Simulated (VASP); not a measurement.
Input of a VASP 6.6.1 run:

INCAR

```
  PREC = Accurate
  ENCUT = 520
  EDIFF = 1E-6
  ISMEAR = 0
  SIGMA = 0.1
  LREAL = F
  LASPH = T
  NELM = 80
  ALGO = Normal
  ISIF = 2
  LWAVE = F
  LCHARG = F
  GGA = PE
  NBANDS = 21
```

The input KPOINTS:

```
regular mesh
0
Gamma
  14 14 14
```

Contents of POSCAR:

```
Ge
1.0
    0.0000000000      2.6597748560      2.6597748560
    2.6597748560      0.0000000000      2.6597748560
    2.6597748560      2.6597748560      0.0000000000
Ge
2
Direct
    0.5000000000      0.5000000000      0.5000000000
    0.7500000000      0.7500000000      0.7500000000
```

Potentials or basis: VASP PAW PBE potentials, release 64 (Ge_d).

Launch:

```bash
$ cat potpaw_PBE.64/Ge_d/POTCAR > POTCAR
$ mpirun -np 1 vasp_std > vasp.out
```

Estimate the pressure.

24.8 GPa.

Estimate the band gap on the k mesh.

0.26 eV, indirect (least direct gap 1.84 eV).

A k mesh can miss the band edges.
